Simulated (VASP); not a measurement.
ZrC, 2 atoms in the cell. The structure is cubic, space group F-43m (No. 216). Conventional cell: a = 5.086 Å, b = 5.086 Å, c = 5.086 Å, α = 90.00°, β = 90.00°, γ = 90.00°. Within 2.9 Å of Zr (site symmetry -43m) lie 4 C at 2.20 Å. Within 2.9 Å of C (site symmetry -43m) lie 4 Zr at 2.20 Å.  This cell differs from its parent crystal: volume scaled by 1.000 of the coarse rest volume.

```yaml
Program: VASP 6.6.1
Task: single point
Functional: PBE
Potentials_or_basis: VASP PAW PBE potentials, release 64 (Zr_sv, C)
Cutoff: 600 eV
k_mesh: 12 × 12 × 12
Occupations: gaussian, width 0.02 eV
Spin: no spin polarisation
Dipole_correction: no
Further_INCAR_settings: ALGO = Normal; EDIFF = 1e-06; NBANDS = 15
```

Potentials or basis: VASP PAW PBE potentials, release 64 (Zr_sv, C).

Run with:

```console
$ cat potpaw_PBE.64/Zr_sv/POTCAR potpaw_PBE.64/C/POTCAR > POTCAR
$ mpirun -np 1 vasp_std > vasp.out
```

Hardware: 1 thread of AMD EPYC 7R13 Processor (Zen 3), with other jobs on the host.

Question: Estimate the wall time of this run.

Answer: It took 35 s on 1 thread of AMD EPYC 7R13 Processor (Zen 3) (shared host), peak memory 0.17 GiB. Counts: scf iterations 13, k points 72.
